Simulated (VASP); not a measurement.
# GaN in VASP: further runs, part 3 of 3

VASP 6.6.1. The steps go on from the part before.

### 7 Single point, PBE

Contents of INCAR:

```
PREC = Accurate
ENCUT = 910
EDIFF = 1E-6
ISMEAR = -1
SIGMA = 0.05
LREAL = False
LASPH = True
NELM = 120
ALGO = Normal
ISIF = 2
LWAVE = False
LCHARG = False
GGA = PE
ISYM = 0
NBANDS = 76
GGA_COMPAT = False
```

Contents of KPOINTS:

```
Automatic mesh
0
Gamma
  1 1 1
  0.25 0.25 0.25
```

Contents of POSCAR:

```
GaN
1.0
    5.4688290000     -0.0987570000     -0.2611840000
   -0.0987570000      5.7463480000     -0.0120910000
   -0.2611840000     -0.0120910000      5.5829250000
Ga N
7 7
Direct
    0.1087235460      0.9724700103      0.8742773699
    0.5533963586      0.5000518658      0.3421780521
    0.8143394974      0.9389577977      0.3264855584
    0.0224332656      0.4379757155      0.2139967444
    0.6231925498      0.6607722609      0.9000689281
    0.6442395796      0.1590631869      0.8003686783
    0.1025095018      0.4616592520      0.6401611635
    0.9138707961      0.1596094988      0.0704314080
    0.4690982459      0.4302177349      0.6649644620
    0.2350615148      0.8974499663      0.3275038397
    0.3931651646      0.9464008515      0.4595011366
    0.9837936691      0.6347912099      0.9026290746
    0.4314638124      0.9103446878     -0.1019515000
    0.9225900607      0.1348532052      0.6108857405
```

Potentials or basis: VASP PAW PBE potentials, release 64 (Ga_d, N_h).

Command:

```sh
> cat potpaw_PBE.64/Ga_d/POTCAR potpaw_PBE.64/N_h/POTCAR > POTCAR
> mpirun -np 1 vasp_std > vasp.out
```

OUTCAR:

```text
PREC = Accurate
   ENCUT = 910
   EDIFF = 1E-6
   ISMEAR = -1
   LREAL = False
   LASPH = True
   NELM = 120
   ISIF = 2
   GGA = PE
   ISYM = 0

 ion  position               nearest neighbor table
   1  0.109  0.972  0.874-  13 1.81   8 1.95  14 1.97  12 2.05   6 2.79
   2  0.553  0.500  0.342-   9 1.94   5 2.70   4 2.77   3 2.86
   3  0.814  0.939  0.326-  14 1.98   8 2.02   2 2.86
   4  0.022  0.438  0.214-   8 1.84  12 2.08   7 2.38   2 2.77
   5  0.623  0.661  0.900-  13 1.81   9 1.97  12 1.98   2 2.70   6 2.92
   6  0.644  0.159  0.800-  13 1.93  14 1.94   9 1.97   8 2.01   1 2.79   5 2.92
   7  0.103  0.462  0.640-  12 1.94   9 2.01  14 2.09   4 2.38
   8  0.914  0.160  0.070-   4 1.84   1 1.95   6 2.01   3 2.02
   9  0.469  0.430  0.665-   2 1.94   5 1.97   6 1.97   7 2.01
  10  0.235  0.897  0.328-  11 1.11
  11  0.393  0.946  0.460-  10 1.11
  12  0.984  0.635  0.903-   7 1.94   5 1.98   1 2.05   4 2.08
  13  0.431  0.910  0.898-   5 1.81   1 1.81   6 1.93
  14  0.923  0.135  0.611-   6 1.94   1 1.97   3 1.98   7 2.09

IMPORTANT INFORMATION: All symmetrisations will be switched off!
NOSYMM: (Re-)initialisation of all symmetry stuff for point group C_1.

----------------------------------------------------------------------------------------

                                     Primitive cell

  volume of cell :     175.0000

  direct lattice vectors                    reciprocal lattice vectors
     5.468829000 -0.098757000 -0.261184000     0.183321640  0.003168634  0.008583134
    -0.098757000  5.746348000 -0.012091000     0.003168634  0.174079133  0.000525242
    -0.261184000 -0.012091000  5.582925000     0.008583134  0.000525242  0.179520256

  length of vectors
     5.475952945  5.747209277  5.589044179     0.183549814  0.174108761  0.179726093

  position of ions in fractional coordinates (direct lattice)
     0.108723546  0.972470010  0.874277370
     0.553396359  0.500051866  0.342178052
     0.814339497  0.938957798  0.326485558
     0.022433266  0.437975716  0.213996744
     0.623192550  0.660772261  0.900068928
     0.644239580  0.159063187  0.800368678
     0.102509502  0.461659252  0.640161163
     0.913870796  0.159609499  0.070431408
     0.469098246  0.430217735  0.664964462
     0.235061515  0.897449966  0.327503840
     0.393165165  0.946400852  0.459501137
     0.983793669  0.634791210  0.902629075
     0.431463812  0.910344688  0.898048500
     0.922590061  0.134853205  0.610885741

  ion indices of the primitive-cell ions
   primitive index   ion index
                 1           1
                 2           2
                 3           3
                 4           4
                 5           5
                 6           6
                 7           7
                 8           8
                 9           9
                10          10
                11          11
                12          12
                13          13
                14          14

----------------------------------------------------------------------------------------

 KPOINTS: Automatic mesh

Automatic generation of k-mesh.
 Grid dimensions read from file:
 generate k-points for:    1    1    1

 Generating k-lattice:

  Cartesian coordinates                     Fractional coordinates (reciprocal lattice)
     0.183321640  0.003168634  0.008583134     1.000000000  0.000000000  0.000000000
     0.003168634  0.174079133  0.000525242     0.000000000  1.000000000  0.000000000
     0.008583134  0.000525242  0.179520256    -0.000000000  0.000000000  1.000000000

  Length of vectors
     0.183549814  0.174108761  0.179726093

  Shift w.r.t. Gamma in fractional coordinates (k-lattice)
     0.250000000  0.250000000  0.250000000

 Subroutine IBZKPT returns following result:
 ===========================================

 Found      1 irreducible k-points:

 Following reciprocal coordinates:
            Coordinates               Weight
  0.250000  0.250000  0.250000      2.000000
   k-points           NKPTS =      1   k-points in BZ     NKDIM =      1   number of bands    NBANDS=     76
   number of dos      NEDOS =    301   number of ions     NIONS =     14
   total plane-waves  NPLWV = 181440
   dimension x,y,z NGX =    54 NGY =   60 NGZ =   56
   dimension x,y,z NGXF=   108 NGYF=  120 NGZF=  112
   ions per type =               7   7
   NGX,Y,Z   is equivalent  to a cutoff of  16.39, 17.36, 16.66 a.u.
   NGXF,Y,Z  is equivalent  to a cutoff of  32.79, 34.71, 33.31 a.u.
 SYSTEM =  unknown system
   PREC   = accura    normal or accurate (medium, high low for compatibility)
   ISTART =      0    job   : 0-new  1-cont  2-samecut
   ICHARG =      2    charge: 1-file 2-atom 10-const
   ISPIN  =      1    spin polarized calculation?
   LNONCOLLINEAR =      F non collinear calculations
   LSORBIT =      F    spin-orbit coupling
   LASPH  =      T    aspherical Exc in radial PAW
   ENCUT  =  910.0 eV  66.88 Ry    8.18 a.u.  13.47 14.14 13.75*2*pi/ulx,y,z
   NELM   =    120;   NELMIN=  2; NELMDL= -5     # of ELM steps
   EDIFF  = 0.1E-05   stopping-criterion for ELM
   LREAL  =      F    real-space projection
   EDIFFG = 0.1E-04   stopping-criterion for IOM
   NSW    =      0    number of steps for IOM
   IBRION =     -1    ionic relax: 0-MD 1-quasi-New 2-CG
   NFREE  =      0    steps in history (QN), initial steepest desc. (CG)
   ISIF   =      2    stress and relaxation
   ISYM   =      0    0-nonsym 1-usesym 2-fastsym
   POTIM  = 0.5000    time-step for ionic-motion
   TEBEG  =    0.0;   TEEND  =   0.0 temperature during run
   PSTRESS=    0.0 pullay stress
   NELECT =     126.0000    total number of electrons
   NUPDOWN=      -1.0000    fix difference up-down
   EMIN   =  10.00;   EMAX   =-10.00  energy-range for DOS
   EFERMI =   0.00;   METHOD = LEGACY
   ISMEAR =    -1;   SIGMA  =   0.05  broadening in eV -4-tet -1-fermi 0-gaus
   EFERMI_NEDOS =   21; number of points for ismear=-14 and -15
   IALGO  =     38    algorithm
   IMIX   =      4    mixing-type and parameters
     AMIX     =   0.40;   BMIX     =  1.00
     AMIX_MAG =   1.60;   BMIX_MAG =  1.00
  volume/ion in A,a.u.               =      12.50        84.35
  Fermi-wavevector in a.u.,A,eV,Ry     =   1.467300  2.772796 29.292938  2.152970
  Thomas-Fermi vector in A             =   2.582935
   LORBIT       =      0    0 simple, 1 ext, 2 COOP (PROOUT), +10 PAW based schemes
   GGA     = PE    functional components
   LHFCALC =     F    Hartree Fock is set to
   AEXX    =    0.0000 exact exchange contribution
   IVDW    =     0    specifies the selected vdW correction
   LEPSILON=     F    determine dielectric tensor
   LRPA    =     F    only Hartree local field effects (RPA)
 non-spin polarized calculation
  energy-cutoff  :      910.00
  volume of cell :      175.00
 maximum number of plane-waves:     10898
 NGX is ok and might be reduce to    54
   NGX = 27   NGY = 29   NGZ = 27

 number of electron     126.0000004 magnetization

 Free energy of the ion-electron system (eV)
  ---------------------------------------------------
  ext. energy  EPLUGINS =         0.00000000
  ---------------------------------------------------
  free energy    TOTEN  =       -77.32457134 eV

  energy without entropy =      -77.32456436  energy(sigma->0) =      -77.32456785

 E-fermi :   6.3596     XC(G=0): -11.2709

 val. band max:        5.7148982078   @ k =   0.2500   0.2500   0.2500
 cond. band min:       7.0043313507   @ k =   0.2500   0.2500   0.2500
 fundamental gap:      1.2894331430
 Fermi energy:         6.3596145785

 k-point     1 :       0.2500    0.2500    0.2500
  band No.  band energies     occupation
      1     -17.9428      2.00000
      2     -10.6414      2.00000
      3     -10.3443      2.00000
      4     -10.1080      2.00000
      5      -9.9978      2.00000
      6      -9.7882      2.00000
[... 67 lines left out ...]
     74      11.6203      0.00000
     75      11.9591      0.00000
 [bands above 75 left out]

------------------------ aborting loop because EDIFF is reached ----------------------------------------

  FORCE on cell =-STRESS in cart. coord.  units (eV):
  Direction    XX          YY          ZZ          XY          YZ          ZX
  --------------------------------------------------------------------------------------
  -------------------------------------------------------------------------------------
  Total        5.7763232      8.5262257     14.3859464     -1.8719244      1.6254864      0.2447127
  in kB       52.8839718     78.0601537    131.7076551    -17.1380292     14.8818157      2.2404178
  external PRESSURE =      87.5505935 kB  Pullay stress =       0.0000000 kB

 VOLUME and BASIS-vectors are now :
 -----------------------------------------------------------------------------
  energy-cutoff  :      910.00
  volume of cell :      175.00
      direct lattice vectors                 reciprocal lattice vectors
     5.468829000 -0.098757000 -0.261184000     0.183321640  0.003168634  0.008583134
    -0.098757000  5.746348000 -0.012091000     0.003168634  0.174079133  0.000525242
    -0.261184000 -0.012091000  5.582925000     0.008583134  0.000525242  0.179520256

 POSITION                                       TOTAL-FORCE (eV/Angst)
 -----------------------------------------------------------------------------------
      0.27020      5.56684      4.84087        -0.975801     -0.818200     -0.097792
      2.88767      2.81468      1.75977         0.116794      0.010282     -0.255338
      4.27548      5.31121      1.59870         0.131374      0.753634      0.234241
      0.02354      2.51196      1.18357         0.442569      0.969081     -1.253427
      3.10779      3.72460      4.85426         0.221631     -0.940881     -0.341397
      3.29848      0.84073      4.29821        -0.172870     -0.028971      0.204128
      0.34782      2.63499      3.54162        -0.230625     -0.848967      0.629075
      4.96364      0.82607      0.15260        -0.448291     -1.003765      0.668256
      2.34925      2.41781      3.58472        -0.778514     -0.108920      0.968051
      1.11134      5.12989      1.75618        -2.313414     -0.923977     -1.599210
      1.93668      5.39396      2.45123         2.490459      0.778613      0.831725
      5.08176      3.53966      4.77468        -0.214687      0.592381     -0.166763
      2.03514      5.17769      4.89004         1.654743      1.795782      0.227089
      4.87262      0.67641      3.16793         0.076632     -0.226093     -0.048638
 -----------------------------------------------------------------------------------
    total drift:                                0.000370     -0.000349     -0.000077

  FREE ENERGIE OF THE ION-ELECTRON SYSTEM (eV)
  ---------------------------------------------------
  free  energy   TOTEN  =       -77.3245713410 eV

  energy  without entropy=      -77.3245643598  energy(sigma->0) =      -77.32456785
```

It took 1.8 min on 1 thread of AMD EPYC 7R43 (Zen 3), shared host; peak memory 0.38 GiB.

Results:

| Item | Value |
| --- | --- |
| Free energy | -77.3246 eV |
| Pressure | 8.8 GPa |
| Largest force | 2.960 eV/Å |
| Band gap on the k mesh | 1.29 eV |

Forces in eV/Å, atoms in the order of the input:
```
Ga  -0.976 -0.818 -0.098
Ga   0.117  0.010 -0.255
Ga   0.131  0.754  0.234
Ga   0.443  0.969 -1.253
Ga   0.222 -0.941 -0.341
Ga  -0.173 -0.029  0.204
Ga  -0.231 -0.849  0.629
N   -0.448 -1.004  0.668
N   -0.779 -0.109  0.968
N   -2.313 -0.924 -1.599
N    2.490  0.779  0.832
N   -0.215  0.592 -0.167
N    1.655  1.796  0.227
N    0.077 -0.226 -0.049
```

Stress tensor (GPa, compression positive):
```
 5.29 -1.71  0.22
-1.71  7.81  1.49
 0.22  1.49 13.17
```

Caveat: the k points lie up to 1.15 Å⁻¹ apart; the cutoff is under 1.25 times the usual one of these potentials, so pressure, stress and relaxed cells hold a basis-set (Pulay) error.
